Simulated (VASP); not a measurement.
## Co: single point with PBEsol

The system is Co.

```
Co
1.0
     2.33270    0.00000    0.00000
    -1.16635    2.02018    0.00000
     0.00000    0.00000    4.03350
Co
2
Direct
  0.33333 0.66667 0.25000
  0.66667 0.33333 0.75000
```

* Program: VASP 6.6.1
* Task: single point
* Functional: PBEsol
* Potentials or basis: VASP PAW PBE potentials, release 64 (Co)
* Cutoff: 520 eV
* k mesh: 21 × 21 × 12
* Occupations: gaussian, width 0.15 eV
* Spin: collinear spin, ferromagnetic start
* Starting moments: [1.79, 1.79] μB
* Dipole correction: no
* Further INCAR settings: ALGO = Fast; EDIFF = 1e-06; NBANDS = 20

- Pressure: 26.6 GPa
- Net moment: 3.04 μB per cell
- Site moments: Co +1.51 μB
- Valence electrons inside the program's atomic spheres: Co 8.57

Stress tensor (GPa, compression positive):
```
36.90  0.00  0.00
 0.00 36.90  0.00
 0.00  0.00  5.90
```

Levels at points of the mesh, in eV from the Fermi level:
Spin up:
| k point | band 7 | band 8 | band 9 | band 10 | band 11 | band 12 | band 13 | band 14 |
| --- | --- | --- | --- | --- | --- | --- | --- | --- |
| (0.00, 0.00, 0.00) | -2.46 | -1.71 | -1.71 | -1.03 | -0.64 | -0.64 | 6.57 | 23.95 |
| (0.00, 0.00, 0.50) | -2.77 | -2.77 | -1.00 | -1.00 | -1.00 | -1.00 | 14.76 | 14.76 |
Spin down:
| k point | band 4 | band 5 | band 6 | band 7 | band 8 | band 9 | band 10 | band 11 |
| --- | --- | --- | --- | --- | --- | --- | --- | --- |
| (0.00, 0.00, 0.00) | -1.25 | -1.25 | -0.96 | -0.91 | -0.91 | 0.01 | 0.01 | 1.17 |
| (0.00, 0.00, 0.50) | -2.26 | -1.25 | -1.25 | -1.25 | -1.25 | 0.78 | 0.78 | 0.78 |

Run time: 110 s on 1 thread of Intel(R) Xeon(R) 6975P-C (Granite Rapids), on a shared host, peak memory 0.28 GiB.

Caveat: the PAW data sets were made with another functional, which shifts forces and pressure a little.
